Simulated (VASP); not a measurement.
# Cu2O (Pn-3m) in VASP: further runs

The runs below take Cu2O through single point, with HSE06.

Everything below comes from runs of VASP 6.6.1. Logs are shortened: lines on timing, memory, paths and dates and some standing lists are left out, and cuts for length are marked.

### 1 The cell of the first run

Symmetry: Pn-3m, No. 224, cubic system. Conventional cell: a = 4.289 Å, b = 4.289 Å, c = 4.289 Å, α = 90.00°, β = 90.00°, γ = 90.00°. Within 2.5 Å of Cu (site symmetry -3m) lie 2 O at 1.86 Å. Within 2.5 Å of O (site symmetry -43m) lie 4 Cu at 1.86 Å.

### 2 Single point, HSE06 (strain +1.0%)

The input, POSCAR:

```
Cu2O
1.0
    4.2885411012      0.0000000000      0.0000000000
    0.0000000000      4.2885411012      0.0000000000
    0.0000000000      0.0000000000      4.2885411012
Cu O
4 2
Direct
    0.2500000000      0.2500000000      0.7500000000
    0.7500000000      0.2500000000      0.2500000000
    0.2500000000      0.7500000000      0.2500000000
    0.7500000000      0.7500000000      0.7500000000
    0.5000000000      0.5000000000      0.5000000000
    0.0000000000      0.0000000000      0.0000000000
```

The input, INCAR.step1:

```
SYSTEM = Cu2O
PREC     = Accurate       ! precision mode
ENCUT    = 520            ! plane-wave cutoff, eV
EDIFF    = 1E-5           ! SCF threshold, eV
ISMEAR   = 0              ! smearing method
SIGMA    = 0.01           ! smearing width, eV
LREAL    = .False.        ! projectors in reciprocal space
LASPH    = .True.         ! aspherical terms in the spheres
NELM     = 120            ! most SCF steps
ALGO     = Normal         ! electronic algorithm
ISIF     = 2              ! what is computed and relaxed
LWAVE    = .True.         ! write WAVECAR
GGA      = PE             ! functional
NBANDS   = 37             ! bands
GGA_COMPAT= .False.      
KPAR     = 4
```

The input, INCAR.step2:

```
SYSTEM = Cu2O
PREC     = Accurate       ! precision mode
ENCUT    = 520            ! plane-wave cutoff, eV
EDIFF    = 1E-6           ! SCF threshold, eV
ISMEAR   = 0              ! smearing method
SIGMA    = 0.01           ! smearing width, eV
LREAL    = .False.        ! projectors in reciprocal space
LASPH    = .True.         ! aspherical terms in the spheres
NELM     = 120            ! most SCF steps
ALGO     = Normal         ! electronic algorithm
ISIF     = 2              ! what is computed and relaxed
LWAVE    = .False.        ! write WAVECAR
LCHARG   = .True.         ! write CHGCAR
GGA      = PE             ! functional
LHFCALC  = .True.         ! exact exchange
HFSCREEN = 0.2079         ! screening, 1/A
PRECFOCK = Normal       
LVHAR    = .True.       
ISTART   = 1            
NBANDS   = 37             ! bands
GGA_COMPAT= .False.      
KPAR     = 4
```

The input, KPOINTS:

```
regular mesh
0
Gamma
  4 4 4
  0 0 0
```

Potentials or basis: VASP PAW PBE potentials, release 64 (Cu, O).

Started as:

```
cat potpaw_PBE.64/Cu/POTCAR potpaw_PBE.64/O/POTCAR > POTCAR
cp INCAR.step1 INCAR
mpirun -np 4 vasp_std > vasp.out
cp INCAR.step2 INCAR
mpirun -np 4 vasp_std > vasp.out
```

OUTCAR:

```text
SYSTEM = Cu2O
   PREC = Accurate
   ENCUT = 520
   EDIFF = 1E-6
   ISMEAR = 0
   LREAL = .False.
   LASPH = .True.
   NELM = 120
   ISIF = 2
   GGA = PE
   LHFCALC = .True.
   HFSCREEN = 0.2079
   PRECFOCK = Normal
   ISTART = 1

 ion  position               nearest neighbor table
   1  0.250  0.250  0.750-   5 1.86   6 1.86
   2  0.750  0.250  0.250-   5 1.86   6 1.86
   3  0.250  0.750  0.250-   5 1.86   6 1.86
   4  0.750  0.750  0.750-   5 1.86   6 1.86
   5  0.500  0.500  0.500-   1 1.86   2 1.86   3 1.86   4 1.86
   6  0.000  0.000  0.000-   1 1.86   2 1.86   3 1.86   4 1.86

  LATTYP: Found a simple cubic cell.
 ALAT       =     4.2885411012

  Lattice vectors:

 A1 = (   4.2885411012,   0.0000000000,   0.0000000000)
 A2 = (   0.0000000000,   4.2885411012,   0.0000000000)
 A3 = (   0.0000000000,   0.0000000000,   4.2885411012)

Analysis of symmetry for initial positions (statically):
=====================================================================
 Subroutine PRICEL returns:
 Original cell was already a primitive cell.

 Routine SETGRP: Setting up the symmetry group for a
 simple cubic supercell.

 Subroutine GETGRP returns: Found 48 space group operations
 (whereof 24 operations were pure point group operations)
 out of a pool of 48 trial point group operations.

The static configuration has the point symmetry T_d .
 The point group associated with its full space group is O_h .

Analysis of symmetry for dynamics (positions and initial velocities):
=====================================================================
 Subroutine PRICEL returns:
 Original cell was already a primitive cell.

 Routine SETGRP: Setting up the symmetry group for a
 simple cubic supercell.

 Subroutine GETGRP returns: Found 48 space group operations
 (whereof 24 operations were pure point group operations)
 out of a pool of 48 trial point group operations.

The dynamic configuration has the point symmetry T_d .
 The point group associated with its full space group is O_h .

 Subroutine INISYM returns: Found 48 space group operations
 (whereof 24 operations are pure point group operations),
 and found     1 'primitive' translations

----------------------------------------------------------------------------------------

                                     Primitive cell

  volume of cell :      78.8731

  direct lattice vectors                    reciprocal lattice vectors
     4.288541101  0.000000000  0.000000000     0.233179530  0.000000000  0.000000000
     0.000000000  4.288541101  0.000000000     0.000000000  0.233179530  0.000000000
     0.000000000  0.000000000  4.288541101     0.000000000  0.000000000  0.233179530

  length of vectors
     4.288541101  4.288541101  4.288541101     0.233179530  0.233179530  0.233179530

  position of ions in fractional coordinates (direct lattice)
     0.250000000  0.250000000  0.750000000
     0.750000000  0.250000000  0.250000000
     0.250000000  0.750000000  0.250000000
     0.750000000  0.750000000  0.750000000
     0.500000000  0.500000000  0.500000000
     0.000000000  0.000000000  0.000000000

  ion indices of the primitive-cell ions
   primitive index   ion index
                 1           1
                 2           2
                 3           3
                 4           4
                 5           5
                 6           6

----------------------------------------------------------------------------------------

 KPOINTS: regular mesh

Automatic generation of k-mesh.
 Grid dimensions read from file:
 generate k-points for:    4    4    4

 Generating k-lattice:

  Cartesian coordinates                     Fractional coordinates (reciprocal lattice)
     0.058294883  0.000000000  0.000000000     0.250000000  0.000000000  0.000000000
     0.000000000  0.058294883  0.000000000     0.000000000  0.250000000  0.000000000
     0.000000000  0.000000000  0.058294883     0.000000000  0.000000000  0.250000000

  Length of vectors
     0.058294883  0.058294883  0.058294883

  Shift w.r.t. Gamma in fractional coordinates (k-lattice)
     0.000000000  0.000000000  0.000000000

 Subroutine IBZKPT returns following result:
 ===========================================

 Found     10 irreducible k-points:

 Following reciprocal coordinates:
            Coordinates               Weight
  0.000000  0.000000  0.000000      1.000000
  0.250000  0.000000  0.000000      6.000000
  0.500000  0.000000  0.000000      3.000000
  0.250000  0.250000  0.000000     12.000000
  0.500000  0.250000  0.000000     12.000000
  0.500000  0.500000  0.000000      3.000000
  0.250000  0.250000  0.250000      8.000000
  0.500000  0.250000  0.250000     12.000000
  0.500000  0.500000  0.250000      6.000000
  0.500000  0.500000  0.500000      1.000000
   k-points           NKPTS =     10   k-points in BZ     NKDIM =     64   number of bands    NBANDS=     37
   number of dos      NEDOS =    301   number of ions     NIONS =      6
   total plane-waves  NPLWV =  32768
   dimension x,y,z NGX =    32 NGY =   32 NGZ =   32
   dimension x,y,z NGXF=    64 NGYF=   64 NGZF=   64
   ions per type =               4   2
   NGX,Y,Z   is equivalent  to a cutoff of  12.40, 12.40, 12.40 a.u.
   NGXF,Y,Z  is equivalent  to a cutoff of  24.81, 24.81, 24.81 a.u.
 SYSTEM =  Cu2O
   PREC   = accura    normal or accurate (medium, high low for compatibility)
   ISTART =      1    job   : 0-new  1-cont  2-samecut
   ICHARG =      0    charge: 1-file 2-atom 10-const
   ISPIN  =      1    spin polarized calculation?
   LNONCOLLINEAR =      F non collinear calculations
   LSORBIT =      F    spin-orbit coupling
   LASPH  =      T    aspherical Exc in radial PAW
   ENCUT  =  520.0 eV  38.22 Ry    6.18 a.u.   7.97  7.97  7.97*2*pi/ulx,y,z
   NELM   =    120;   NELMIN=  2; NELMDL=  0     # of ELM steps
   EDIFF  = 0.1E-05   stopping-criterion for ELM
   LREAL  =      F    real-space projection
   EDIFFG = 0.1E-04   stopping-criterion for IOM
   NSW    =      0    number of steps for IOM
   IBRION =     -1    ionic relax: 0-MD 1-quasi-New 2-CG
   NFREE  =      0    steps in history (QN), initial steepest desc. (CG)
   ISIF   =      2    stress and relaxation
   ISYM   =      3    0-nonsym 1-usesym 2-fastsym
   POTIM  = 0.5000    time-step for ionic-motion
   TEBEG  =    0.0;   TEEND  =   0.0 temperature during run
   PSTRESS=    0.0 pullay stress
   NELECT =      56.0000    total number of electrons
   NUPDOWN=      -1.0000    fix difference up-down
   EMIN   =  10.00;   EMAX   =-10.00  energy-range for DOS
   EFERMI =   0.00;   METHOD = LEGACY
   ISMEAR =     0;   SIGMA  =   0.01  broadening in eV -4-tet -1-fermi 0-gaus
   EFERMI_NEDOS =   21; number of points for ismear=-14 and -15
   IALGO  =     38    algorithm
   IMIX   =      1    mixing-type and parameters
     AMIX     =   0.40;   BMIX     =  1.00
     AMIX_MAG =   1.60;   BMIX_MAG =  1.00
  volume/ion in A,a.u.               =      13.15        88.71
  Fermi-wavevector in a.u.,A,eV,Ry     =   1.460477  2.759901 29.021116  2.132992
  Thomas-Fermi vector in A             =   2.576922
   LORBIT       =      0    0 simple, 1 ext, 2 COOP (PROOUT), +10 PAW based schemes
   GGA     = PE    functional components
   LHFCALC =     T    Hartree Fock is set to
   PRECFOCK=normal    Normal, Fast or Accurate (Low or Medium for compatibility)
   ENCUT4O =  -1.0   cutoff for four orbital integrals eV
   NKREDX  =     1    reduce k-point grid by
   NKREDY  =     1    reduce k-point grid by
   NKREDZ  =     1    reduce k-point grid by
   AEXX    =    0.2500 exact exchange contribution
   HFSCREEN=    0.2079 screening length (either q_TF or 0.3 A-1)
   HFSCREENC=   0.2079 screening length for correlation (either q_TF or 0.3 A-1)
   ENCUTFOCK=  -1.0 apply spherical cutoff to Coloumb kernel
   IVDW    =     0    specifies the selected vdW correction
   LEPSILON=     F    determine dielectric tensor
   LRPA    =     F    only Hartree local field effects (RPA)
 non-spin polarized calculation
 Gauss-broadening in eV      SIGMA  =   0.01
  energy-cutoff  :      520.00
  volume of cell :       78.87
 maximum number of plane-waves:      2176
 NGX is ok and might be reduce to    32
  NGX = 24; NGY = 24; NGZ = 24

 number of electron      56.0000033 magnetization

 Free energy of the ion-electron system (eV)
  ---------------------------------------------------
  ext. energy  EPLUGINS =         0.00000000
  ---------------------------------------------------
  free energy    TOTEN  =       -31.65907630 eV

  energy without entropy =      -31.65907630  energy(sigma->0) =      -31.65907630

 E-fermi :   3.5972     XC(G=0):  -8.9236

 val. band max:        3.5451637527   @ k =   0.0000   0.0000   0.0000
 cond. band min:       5.5076823286   @ k =   0.0000   0.0000   0.0000
 fundamental gap:      1.9625185758
 Fermi energy:         3.5971711144

 k-point     1 :       0.0000    0.0000    0.0000
  band No.  band energies     occupation
      1     -18.0166      2.00000
      2     -17.2770      2.00000
      3      -3.9558      2.00000
      4      -3.9558      2.00000
      5      -3.9558      2.00000
      6      -1.3394      2.00000
[... 29 lines left out ...]
     36      14.6117      0.00000
     37      14.6117      0.00000

 k-point     2 :       0.2500    0.0000    0.0000
  band No.  band energies     occupation
      1     -17.9067      2.00000
      2     -17.3833      2.00000
      3      -3.7545      2.00000
      4      -3.7101      2.00000
      5      -3.7101      2.00000
      6      -2.2082      2.00000
[... 29 lines left out ...]
     36      13.5509      0.00000
     37      13.5509      0.00000

 k-point     3 :       0.5000    0.0000    0.0000
  band No.  band energies     occupation
      1     -17.6432      2.00000
      2     -17.6432      2.00000
      3      -3.2456      2.00000
      4      -3.2456      2.00000
      5      -3.1513      2.00000
      6      -3.1513      2.00000
[... 29 lines left out ...]
     36      12.9809      0.00000
     37      14.5658      0.00000

 k-point     4 :       0.2500    0.2500    0.0000
  band No.  band energies     occupation
      1     -17.8242      2.00000
      2     -17.4534      2.00000
      3      -3.9361      2.00000
      4      -3.5596      2.00000
      5      -3.2035      2.00000
      6      -2.8486      2.00000
[... 29 lines left out ...]
     36      13.8940      0.00000
     37      15.0727      0.00000
[... 123 lines left out ...]
      1     -17.7418      2.00000
      2     -17.5011      2.00000
      3      -3.8334      2.00000
      4      -3.5798      2.00000
      5      -3.5355      2.00000
      6      -2.4328      2.00000
[... 29 lines left out ...]
     36      15.6508      0.00000
     37      15.7122      0.00000

 k-point     9 :       0.5000    0.5000    0.2500
  band No.  band energies     occupation
      1     -17.7810      2.00000
      2     -17.4392      2.00000
      3      -3.8717      2.00000
      4      -3.8717      2.00000
      5      -3.4887      2.00000
      6      -2.3770      2.00000
[... 29 lines left out ...]
     36      14.6739      0.00000
     37      16.9596      0.00000

 k-point    10 :       0.5000    0.5000    0.5000
  band No.  band energies     occupation
      1     -17.8408      2.00000
      2     -17.3555      2.00000
      3      -3.8084      2.00000
      4      -3.8084      2.00000
      5      -3.8084      2.00000
      6      -2.1722      2.00000
[... 29 lines left out ...]
     36      13.3036      0.00000
     37      19.3829      0.00000

------------------------ aborting loop because EDIFF is reached ----------------------------------------

  FORCE on cell =-STRESS in cart. coord.  units (eV):
  Direction    XX          YY          ZZ          XY          YZ          ZX
  --------------------------------------------------------------------------------------
  -------------------------------------------------------------------------------------
  Total        0.1051352      0.1051352      0.1051352     -0.0000000      0.0000000     -0.0000000
  in kB        2.1356496      2.1356496      2.1356496     -0.0000000      0.0000000     -0.0000000
  external PRESSURE =       2.1356496 kB  Pullay stress =       0.0000000 kB

 VOLUME and BASIS-vectors are now :
 -----------------------------------------------------------------------------
  energy-cutoff  :      520.00
  volume of cell :       78.87
      direct lattice vectors                 reciprocal lattice vectors
     4.288541101  0.000000000  0.000000000     0.233179530  0.000000000  0.000000000
     0.000000000  4.288541101  0.000000000     0.000000000  0.233179530  0.000000000
     0.000000000  0.000000000  4.288541101     0.000000000  0.000000000  0.233179530

 POSITION                                       TOTAL-FORCE (eV/Angst)
 -----------------------------------------------------------------------------------
      1.07214      1.07214      3.21641        -0.000000      0.000000     -0.000000
      3.21641      1.07214      1.07214         0.000000     -0.000000     -0.000000
      1.07214      3.21641      1.07214         0.000000      0.000000      0.000000
      3.21641      3.21641      3.21641         0.000000     -0.000000      0.000000
      2.14427      2.14427      2.14427        -0.000000      0.000000     -0.000000
      0.00000      0.00000      0.00000        -0.000000     -0.000000     -0.000000
 -----------------------------------------------------------------------------------
    total drift:                                0.000001      0.000003     -0.000000

  FREE ENERGIE OF THE ION-ELECTRON SYSTEM (eV)
  ---------------------------------------------------
  free  energy   TOTEN  =       -31.6590763034 eV

  energy  without entropy=      -31.6590763034  energy(sigma->0) =      -31.65907630
```

It took 25 min on 4 MPI ranks of Intel Xeon Platinum 8259CL at 2.50GHz (Skylake/Cascade Lake), shared host; peak memory 0.31 GiB.

What came out:

```yaml
Free_energy: -31.6591 eV
Pressure: 0.2 GPa
Band_gap_on_the_k_mesh: 1.96 eV
```

Caveat: the cell differs from its parent crystal (strain +1.0%); the PAW data sets were made with another functional, which shifts forces and pressure a little.

(Part 1 of 2 ends here.)
